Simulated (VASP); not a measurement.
# Zr2AgAs3 (P-3m1) in VASP: a series of runs

The runs below take Zr2AgAs3 through single point, relaxation of cell and atoms, with PBEsol.

Everything below comes from runs of VASP 6.6.1. Logs are shortened: lines on timing, memory, paths and dates and some standing lists are left out, and cuts for length are marked.

### 1 The cell of the first run

The structure is trigonal, space group P-3m1 (No. 164). Conventional cell: a = 3.826 Å, b = 3.826 Å, c = 9.578 Å, α = 90.00°, β = 90.00°, γ = 120.00°. Within 3.6 Å of Zr (site symmetry 3m) lie 6 As at 2.70 to 2.72 Å. Ag (site symmetry -3m) has 6 As at 2.75 Å within 3.6 Å. Within 3.6 Å of As (site symmetry 3m) lie 3 Zr at 2.70 Å and 3 Ag at 2.75 Å. As (site symmetry -3m) has 6 Zr at 2.72 Å within 3.6 Å.

### 2 Single point, PBEsol

File INCAR:

```
SYSTEM = Zr2AgAs3
ALGO     = Normal         ! electronic algorithm
EDIFF    = 1E-7           ! SCF threshold, eV
ENCUT    = 520            ! plane-wave cutoff, eV
GGA      = PS             ! functional
ISIF     = 2              ! what is computed and relaxed
ISMEAR   = -1             ! smearing method
LASPH    = .TRUE.         ! aspherical terms in the spheres
LCHARG   = .FALSE.        ! write CHGCAR
LREAL    = .FALSE.        ! projectors in reciprocal space
LWAVE    = .FALSE.        ! write WAVECAR
NBANDS   = 34             ! bands
NELM     = 80             ! most SCF steps
PREC     = Accurate       ! precision mode
SIGMA    = 0.03           ! smearing width, eV
```

File KPOINTS:

```
k-points
0
G
  6 6 2
  0 0 0
```

File POSCAR:

```
Zr2AgAs3
1.0
    3.8262510120      0.0000000000      0.0000000000
   -1.9131255060      3.3136305776      0.0000000000
    0.0000000000      0.0000000000      9.5783180803
Zr Ag As
2 1 3
Direct
    0.3333333333      0.6666666667      0.6660322787
    0.6666666667      0.3333333333      0.3339677213
    0.0000000000      0.0000000000      0.0000000000
    0.3333333333      0.6666666667      0.1717683984
    0.6666666667      0.3333333333      0.8282316016
    0.0000000000      0.0000000000      0.5000000000
```

Potentials or basis: VASP PAW PBE potentials, release 64 (Zr_sv, Ag, As).

Launch:

```sh
$ cat potpaw_PBE.64/Zr_sv/POTCAR potpaw_PBE.64/Ag/POTCAR potpaw_PBE.64/As/POTCAR > POTCAR
$ mpirun -np 1 vasp_std > vasp.out
```

OUTCAR:

```text
SYSTEM = Zr2AgAs3
   EDIFF = 1E-7
   ENCUT = 520
   GGA = PS
   ISIF = 2
   ISMEAR = -1
   LASPH = .TRUE.
   LREAL = .FALSE.
   NELM = 80
   PREC = Accurate

 ion  position               nearest neighbor table
   1  0.333  0.667  0.666-   5 2.70   5 2.70   5 2.70   6 2.72   6 2.72   6 2.72   2 3.87   2 3.87
                             2 3.87
   2  0.667  0.333  0.334-   4 2.70   4 2.70   4 2.70   6 2.72   6 2.72   6 2.72   1 3.87   1 3.87
                             1 3.87
   3  0.000  0.000  0.000-   4 2.75   5 2.75   4 2.75   5 2.75   5 2.75   4 2.75
   4  0.333  0.667  0.172-   2 2.70   2 2.70   2 2.70   3 2.75   3 2.75   3 2.75
   5  0.667  0.333  0.828-   1 2.70   1 2.70   1 2.70   3 2.75   3 2.75   3 2.75
   6  0.000  0.000  0.500-   1 2.72   2 2.72   1 2.72   2 2.72   2 2.72   1 2.72

  LATTYP: Found a hexagonal cell.
 ALAT       =     3.8262510120
 C/A-ratio  =     2.5033167062

  Lattice vectors:

 A1 = (   3.8262510120,   0.0000000000,   0.0000000000)
 A2 = (  -1.9131255060,   3.3136305776,   0.0000000000)
 A3 = (   0.0000000000,   0.0000000000,   9.5783180803)

Analysis of symmetry for initial positions (statically):
=====================================================================
 Subroutine PRICEL returns:
 Original cell was already a primitive cell.

 Routine SETGRP: Setting up the symmetry group for a
 hexagonal supercell.

 Subroutine GETGRP returns: Found 12 space group operations
 (whereof 12 operations were pure point group operations)
 out of a pool of 24 trial point group operations.

The static configuration has the point symmetry D_3d.

Analysis of symmetry for dynamics (positions and initial velocities):
=====================================================================
 Subroutine PRICEL returns:
 Original cell was already a primitive cell.

 Routine SETGRP: Setting up the symmetry group for a
 hexagonal supercell.

 Subroutine GETGRP returns: Found 12 space group operations
 (whereof 12 operations were pure point group operations)
 out of a pool of 24 trial point group operations.

The dynamic configuration has the point symmetry D_3d.

 Subroutine INISYM returns: Found 12 space group operations
 (whereof 12 operations are pure point group operations),
 and found     1 'primitive' translations

----------------------------------------------------------------------------------------

                                     Primitive cell

  volume of cell :     121.4414

  direct lattice vectors                    reciprocal lattice vectors
     3.826251012  0.000000000  0.000000000     0.261352430  0.150891896  0.000000000
    -1.913125506  3.313630578  0.000000000     0.000000000  0.301783792  0.000000000
     0.000000000  0.000000000  9.578318080     0.000000000  0.000000000  0.104402463

  length of vectors
     3.826251012  3.826251012  9.578318080     0.301783792  0.301783792  0.104402463

  position of ions in fractional coordinates (direct lattice)
     0.333333333  0.666666667  0.666032279
     0.666666667  0.333333333  0.333967721
     0.000000000  0.000000000  0.000000000
     0.333333333  0.666666667  0.171768398
     0.666666667  0.333333333  0.828231602
     0.000000000  0.000000000  0.500000000

  ion indices of the primitive-cell ions
   primitive index   ion index
                 1           1
                 2           2
                 3           3
                 4           4
                 5           5
                 6           6

----------------------------------------------------------------------------------------

 KPOINTS: k-points

Automatic generation of k-mesh.
 Grid dimensions read from file:
 generate k-points for:    6    6    2

 Generating k-lattice:

  Cartesian coordinates                     Fractional coordinates (reciprocal lattice)
     0.043558738  0.025148649  0.000000000     0.166666667  0.000000000  0.000000000
     0.000000000  0.050297299  0.000000000     0.000000000  0.166666667  0.000000000
     0.000000000  0.000000000  0.052201232     0.000000000  0.000000000  0.500000000

  Length of vectors
     0.050297299  0.050297299  0.052201232

  Shift w.r.t. Gamma in fractional coordinates (k-lattice)
     0.000000000  0.000000000  0.000000000

 Subroutine IBZKPT returns following result:
 ===========================================

 Found     14 irreducible k-points:

 Following reciprocal coordinates:
            Coordinates               Weight
  0.000000  0.000000  0.000000      1.000000
  0.166667  0.000000  0.000000      6.000000
  0.333333  0.000000  0.000000      6.000000
  0.500000  0.000000  0.000000      3.000000
  0.166667  0.166667  0.000000      6.000000
  0.333333  0.166667  0.000000     12.000000
  0.333333  0.333333  0.000000      2.000000
  0.000000  0.000000  0.500000      1.000000
  0.166667  0.000000  0.500000      6.000000
  0.333333  0.000000  0.500000      6.000000
  0.500000  0.000000  0.500000      3.000000
  0.166667  0.166667  0.500000      6.000000
  0.333333  0.166667  0.500000     12.000000
  0.333333  0.333333  0.500000      2.000000
   k-points           NKPTS =     14   k-points in BZ     NKDIM =     14   number of bands    NBANDS=     34
   number of dos      NEDOS =    301   number of ions     NIONS =      6
   total plane-waves  NPLWV =  56448
   dimension x,y,z NGX =    28 NGY =   28 NGZ =   72
   dimension x,y,z NGXF=    56 NGYF=   56 NGZF=  144
   ions per type =               2   1   3
   NGX,Y,Z   is equivalent  to a cutoff of  12.17, 12.17, 12.50 a.u.
   NGXF,Y,Z  is equivalent  to a cutoff of  24.33, 24.33, 24.99 a.u.
 SYSTEM =  Zr2AgAs3
   PREC   = accura    normal or accurate (medium, high low for compatibility)
   ISTART =      0    job   : 0-new  1-cont  2-samecut
   ICHARG =      2    charge: 1-file 2-atom 10-const
   ISPIN  =      1    spin polarized calculation?
   LNONCOLLINEAR =      F non collinear calculations
   LSORBIT =      F    spin-orbit coupling
   LASPH  =      T    aspherical Exc in radial PAW
   ENCUT  =  520.0 eV  38.22 Ry    6.18 a.u.   7.11  7.11 17.81*2*pi/ulx,y,z
   NELM   =     80;   NELMIN=  2; NELMDL= -5     # of ELM steps
   EDIFF  = 0.1E-06   stopping-criterion for ELM
   LREAL  =      F    real-space projection
   EDIFFG = 0.1E-05   stopping-criterion for IOM
   NSW    =      0    number of steps for IOM
   IBRION =     -1    ionic relax: 0-MD 1-quasi-New 2-CG
   NFREE  =      0    steps in history (QN), initial steepest desc. (CG)
   ISIF   =      2    stress and relaxation
   ISYM   =      2    0-nonsym 1-usesym 2-fastsym
   POTIM  = 0.5000    time-step for ionic-motion
   TEBEG  =    0.0;   TEEND  =   0.0 temperature during run
   PSTRESS=    0.0 pullay stress
   NELECT =      50.0000    total number of electrons
   NUPDOWN=      -1.0000    fix difference up-down
   EMIN   =  10.00;   EMAX   =-10.00  energy-range for DOS
   EFERMI =   0.00;   METHOD = LEGACY
   ISMEAR =    -1;   SIGMA  =   0.03  broadening in eV -4-tet -1-fermi 0-gaus
   EFERMI_NEDOS =   21; number of points for ismear=-14 and -15
   IALGO  =     38    algorithm
   IMIX   =      4    mixing-type and parameters
     AMIX     =   0.40;   BMIX     =  1.00
     AMIX_MAG =   1.60;   BMIX_MAG =  1.00
  volume/ion in A,a.u.               =      20.24       136.59
  Fermi-wavevector in a.u.,A,eV,Ry     =   1.217893  2.301485 20.181032  1.483264
  Thomas-Fermi vector in A             =   2.353198
   LORBIT       =      0    0 simple, 1 ext, 2 COOP (PROOUT), +10 PAW based schemes
   GGA     = PS    functional components
   LHFCALC =     F    Hartree Fock is set to
   AEXX    =    0.0000 exact exchange contribution
   IVDW    =     0    specifies the selected vdW correction
   LEPSILON=     F    determine dielectric tensor
   LRPA    =     F    only Hartree local field effects (RPA)
 non-spin polarized calculation
  energy-cutoff  :      520.00
  volume of cell :      121.44
 maximum number of plane-waves:      3308
   NGX = 15   NGY = 15   NGZ = 35

 number of electron      49.9999999 magnetization

 Free energy of the ion-electron system (eV)
  ---------------------------------------------------
  ext. energy  EPLUGINS =         0.00000000
  ---------------------------------------------------
  free energy    TOTEN  =       -40.38622790 eV

  energy without entropy =      -40.38055307  energy(sigma->0) =      -40.38339048

 E-fermi :   7.2073     XC(G=0): -11.0414

 val. band max:        7.1842375519   @ k =   0.3333   0.0000   0.0000
 cond. band min:       7.2506141187   @ k =   0.5000   0.0000   0.0000
 fundamental gap:      0.0663765668
 Fermi energy:         7.2073227035

 k-point     1 :       0.0000    0.0000    0.0000
  band No.  band energies     occupation
      1     -41.9700      2.00000
      2     -41.9627      2.00000
      3     -20.1516      2.00000
      4     -20.0423      2.00000
      5     -19.9838      2.00000
      6     -19.9838      2.00000
[... 26 lines left out ...]
     33      11.0106      0.00000
     34      11.2676      0.00000

 k-point     2 :       0.1667    0.0000    0.0000
  band No.  band energies     occupation
      1     -41.9668      2.00000
      2     -41.9603      2.00000
      3     -20.1372      2.00000
      4     -20.0499      2.00000
      5     -20.0209      2.00000
      6     -20.0145      2.00000
[... 26 lines left out ...]
     33      10.3500      0.00000
     34      11.4667      0.00000

 k-point     3 :       0.3333    0.0000    0.0000
  band No.  band energies     occupation
      1     -41.9600      2.00000
      2     -41.9557      2.00000
      3     -20.1352      2.00000
      4     -20.1136      2.00000
      5     -20.0788      2.00000
      6     -20.0284      2.00000
[... 26 lines left out ...]
     33      10.8746      0.00000
     34      11.3833      0.00000

 k-point     4 :       0.5000    0.0000    0.0000
  band No.  band energies     occupation
      1     -41.9563      2.00000
      2     -41.9537      2.00000
      3     -20.1747      2.00000
      4     -20.1460      2.00000
      5     -20.0688      2.00000
      6     -20.0319      2.00000
[... 26 lines left out ...]
     33      10.9259      0.00000
     34      11.4062      0.00000

 k-point     5 :       0.1667    0.1667    0.0000
  band No.  band energies     occupation
      1     -41.9618      2.00000
      2     -41.9568      2.00000
      3     -20.1214      2.00000
      4     -20.0894      2.00000
      5     -20.0716      2.00000
      6     -20.0286      2.00000
[... 251 lines left out ...]
 k-point    12 :       0.1667    0.1667    0.5000
  band No.  band energies     occupation
      1     -41.9618      2.00000
      2     -41.9568      2.00000
      3     -20.1214      2.00000
      4     -20.0894      2.00000
      5     -20.0715      2.00000
      6     -20.0287      2.00000
[... 26 lines left out ...]
     33      10.5867      0.00000
     34      11.3553      0.00000

 k-point    13 :       0.3333    0.1667    0.5000
  band No.  band energies     occupation
      1     -41.9563      2.00000
      2     -41.9537      2.00000
      3     -20.1502      2.00000
      4     -20.1285      2.00000
      5     -20.0697      2.00000
      6     -20.0553      2.00000
[... 26 lines left out ...]
     33      11.2567      0.00000
     34      11.4217      0.00000

 k-point    14 :       0.3333    0.3333    0.5000
  band No.  band energies     occupation
      1     -41.9536      2.00000
      2     -41.9536      2.00000
      3     -20.1199      2.00000
      4     -20.1130      2.00000
      5     -20.1130      2.00000
      6     -20.0782      2.00000
[... 26 lines left out ...]
     33      10.8556      0.00000
     34      10.8617      0.00000

------------------------ aborting loop because EDIFF is reached ----------------------------------------

  FORCE on cell =-STRESS in cart. coord.  units (eV):
  Direction    XX          YY          ZZ          XY          YZ          ZX
  --------------------------------------------------------------------------------------
  -------------------------------------------------------------------------------------
  Total        0.1813785      0.1813785      0.2073989      0.0000000     -0.0000000     -0.0000000
  in kB        2.3929271      2.3929271      2.7362155      0.0000000     -0.0000000     -0.0000000
  external PRESSURE =       2.5073566 kB  Pullay stress =       0.0000000 kB

 VOLUME and BASIS-vectors are now :
 -----------------------------------------------------------------------------
  energy-cutoff  :      520.00
  volume of cell :      121.44
      direct lattice vectors                 reciprocal lattice vectors
     3.826251012  0.000000000  0.000000000     0.261352430  0.150891896  0.000000000
    -1.913125506  3.313630578  0.000000000     0.000000000  0.301783792  0.000000000
     0.000000000  0.000000000  9.578318080     0.000000000  0.000000000  0.104402463

 POSITION                                       TOTAL-FORCE (eV/Angst)
 -----------------------------------------------------------------------------------
     -0.00000      2.20909      6.37947         0.000000      0.000000     -0.006029
      1.91313      1.10454      3.19885        -0.000000      0.000000      0.006029
      0.00000      0.00000      0.00000         0.000000      0.000000      0.000000
     -0.00000      2.20909      1.64525         0.000000      0.000000     -0.026478
      1.91313      1.10454      7.93307         0.000000     -0.000000      0.026478
      0.00000      0.00000      4.78916         0.000000      0.000000      0.000000
 -----------------------------------------------------------------------------------
    total drift:                                0.000000     -0.000000      0.000000

  FREE ENERGIE OF THE ION-ELECTRON SYSTEM (eV)
  ---------------------------------------------------
  free  energy   TOTEN  =       -40.3862278979 eV

  energy  without entropy=      -40.3805530663  energy(sigma->0) =      -40.38339048
```

Wall time 98 s (1 thread of Intel Xeon 8259CL, shared host); peak memory 0.26 GiB.

Results:

| Quantity | Value |
| --- | --- |
| Free energy | -40.3862 eV |
| Pressure | 0.3 GPa |
| Largest force | 0.026 eV/Å |
| Band gap on the k mesh | zero (bands 25 and 26 overlap by 0.55 eV) |

Forces in eV/Å, atoms in the order of the input:
```
Zr   0.000  0.000 -0.006
Zr   0.000  0.000  0.006
Ag   0.000  0.000  0.000
As   0.000  0.000 -0.026
As   0.000  0.000  0.026
As   0.000  0.000  0.000
```

Caveat: the PAW data sets were made with another functional, which shifts forces and pressure a little.

(Part 1 of 2 ends here.)
